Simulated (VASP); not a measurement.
Runs of VASP 6.6.1 on Os. The structure is that of space group Fm-3m (No. 225), or close to it. The cells are those of the table. This isn't the form of Os at room conditions, which is hcp.

```csv
task,cell,gap on the mesh (eV),pressure (GPa)
single point,"a = 2.702 Å, angles 60.0°, 1 atom",none,(a)
single point,"a = 2.664 Å, angles 60.0°, 1 atom",none,21.4
relaxation of cell and atoms,"relaxed to 20 GPa from a = 2.701 Å, angles 60.0°, 1 atom",none,20.0
relaxation of cell and atoms,"relaxed to 60 GPa from a = 2.701 Å, angles 60.0°, 1 atom",none,59.6
single point,"a = 2.605 Å, angles 60.0°, 1 atom",none,63.0
```

Alike in all rows: level PBEsol; potentials or basis VASP PAW PBE potentials, release 64 (Os); no spin polarisation; k mesh 19 × 19 × 19; cutoff (eV) 600; smearing fermi-dirac 0.1 eV.

Q: Estimate the missing entries.

A: (a) 0.7.

Caveats: the PAW data sets were made with another functional, which shifts forces and pressure a little; spin-orbit coupling is left out, which moves the levels of the heavy elements; the cell stands under pressure (at least some runs); the cell is relaxed towards a set pressure, so the run minimises the enthalpy, not the energy (at least some runs).

A k mesh can miss the band edges, and the runs leave out spin-orbit coupling on Os.

A gap of «none» marks levels without a gap at the run's occupations.
